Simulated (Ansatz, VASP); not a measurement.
SiC: VASP beside Ansatz

INCAR

```
SYSTEM = SiC
ALGO = Normal ; EDIFF = 1E-6
ENCUT = 600 ; GGA = PS
GGA_COMPAT = .False. ; ISIF = 2
ISMEAR = 0 ; LASPH = .True.
LCHARG = .False. ; LREAL = .False.
LWAVE = .False. ; NBANDS = 16
NELM = 120 ; PREC = Accurate
SIGMA = 0.1
```

Contents of KPOINTS:

```
k-points
0
Gamma
  6 8 4
  0 0 0
```

POSCAR

```
SiC
1.0
    0.0000000000     -2.4198661719     -2.4198661719
    0.0000000000      1.8332835198     -1.8332835198
    4.7579190318      0.0000000000      0.0000000000
C Si
2 2
Direct
    0.5000000000      0.5000000000      0.4656113175
    0.5000000000      0.0000000000      0.2843886825
    0.0000000000      0.0000000000      0.0881053771
    0.0000000000      0.5000000000      0.6618946229
```

Input for Ansatz:

```yaml
crystal:
  lattice:
    - [0.0, -2.4198661719, -2.4198661719]
    - [0.0, 1.8332835198, -1.8332835198]
    - [4.7579190318, 0.0, 0.0]
  atoms:
    - { symbol: C, position: [0.5, 0.5, 0.4656113175] }
    - { symbol: Si, position: [0.0, 0.0, 0.0881053771] }
    - { symbol: C, position: [0.5, 0.0, 0.2843886825] }
    - { symbol: Si, position: [0.0, 0.5, 0.6618946229] }
basis:
  ecutwfc: 420
kpoints:
  mp_grid: { grid: [6, 8, 4] }
hamiltonian:
  xc: pbesol
  pseudopotentials: { kind: paw, azcp: { folder: soft_1 } }
scf:
  occupations: { method: gaussian, width: 0.1 }
output:
  forces: true
  stress: true
  eigenvalues: true
```

Alike in both runs: task single point; functional PBEsol; k mesh 6 × 8 × 4; occupations gaussian, width 0.1 eV; no spin polarisation.

|  | VASP | Ansatz |
| --- | --- | --- |
| version | VASP 6.6.1 | Ansatz 0.2.0 |
| potentials or method | VASP PAW PBE potentials, release 64 (C, Si), cutoff 600 eV | scalar-relativistic, plane waves, PAW |
| valence electrons in the cell | 16 | 16 |

```tsv
	VASP	Ansatz	Ansatz less VASP
gap on the k mesh at the Fermi level (eV)	none	none	-
pressure (GPa)	0.5	0.3	-0.20
rms of the force components (eV/Å)	0.061	0.068	+0.0071
```

VASP's potentials were made for PBE, not for PBEsol, and Ansatz warns of the same on its side. A gap of «none» marks a metal or a gap that the smearing closes. The functional is the same, so the differences come from potentials, cutoffs and numerics.
